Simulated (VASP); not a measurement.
# Ti3N3O: single point with PBE

Slab: Ti3N3O, a slab with vacuum.

```
Ti N O
1.0
     3.00286    0.00000    0.00000
     0.00000    3.00286    0.00000
     0.00000    0.00000   19.75849
Ti N O
3 3 1
Direct
  0.50000 0.50000 0.20244
  0.00000 0.00000 0.30725
  0.50000 0.40537 0.41460
  0.00000 0.00000 0.20244
  0.50000 0.50000 0.30557
  0.00000 0.88389 0.41518
  0.00000 0.12500 0.47805
```

```json
{"Program": "VASP 6.6.1", "Task": "single point", "Functional": "PBE", "Potentials or basis": "VASP PAW PBE potentials, release 64 (Ti_sv, N, O)", "Cutoff": "520 eV", "k mesh": "9 × 9 × 1", "Occupations": "gaussian, width 0.1 eV", "Spin": "no spin polarisation"}
```

| Quantity | Value |
| --- | --- |
| Largest force | 1.680 eV/Å |

Forces in eV/Å, atoms in the order of the input:
```
Ti   0.000  0.022  1.680
Ti   0.000 -0.124 -0.542
Ti   0.000  0.034 -0.015
N    0.000 -0.032 -1.595
N    0.000 -0.328  0.457
N    0.000 -0.126 -0.181
O    0.000  0.554  0.196
```

Levels at points of the mesh, in eV from the Fermi level:
```
           k point  band 25  band 26  band 27  band 28  band 29  band 30  band 31  band 32  band 33  band 34
(0.00, 0.00, 0.00)    -2.65    -2.46    -2.31    -1.91    -1.32    -0.80    -0.03     0.14     0.16     0.86
```

It took 6.2 min on 1 thread of Intel Xeon 6975P-C, on a shared host, peak memory 0.36 GiB.

Caveat: an odd number of electrons without spin polarisation forces a metal; a magnetic or distorted state may lie lower.
